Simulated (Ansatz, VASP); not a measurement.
## MoS2 in VASP and in Ansatz

```
Mo S
1.0
     3.16100   -0.04742   -0.04742
    -1.62156    2.76122   -0.01736
    -0.18443   -0.18443   12.29500
Mo S
2 4
Direct
  0.33333 0.66667 0.25000
  0.66667 0.33333 0.75000
  0.33333 0.66667 0.62750
  0.66667 0.33333 0.12750
  0.33333 0.66667 0.87250
  0.66667 0.33333 0.37250
```

Change from the starting cell: equal xy, yz and zx shear strains of -3 %, crystal datasets.

Alike in both runs: task electric field gradients; functional LDA; k mesh 10 × 10 × 3; occupations fermi-dirac, width 0.03 eV; no spin polarisation.

|  | VASP | Ansatz |
| --- | --- | --- |
| version | VASP 6.6.1 | Ansatz 0.2.0 |
| potentials or method | VASP PAW LDA potentials, release 64 (Mo_sv, S), cutoff 520 eV | all-electron PAW with datasets made for the crystal, scalar-relativistic |

|  | VASP | Ansatz | Ansatz less VASP |
| --- | --- | --- | --- |
| pressure (GPa) | 1.7 | 1.6 | -0.05 |
| traceless stress, the component that is largest in VASP (GPa) | 4.65 | 4.66 | +0.010 |
| rms of the force components (eV/Å) | 0.525 | 0.523 | -0.0024 |
| size of Vzz on the site where it differs most (V/Å²) | 106.7 | 103.2 | -3.44 |

LDA's correlation is that of Perdew and Zunger in VASP and of Perdew and Wang (1992) in Ansatz. Atom by atom the forces differ by 0.004 eV/Å (rms over components). Ansatz ran all-electron here, and VASP with PAW potentials.
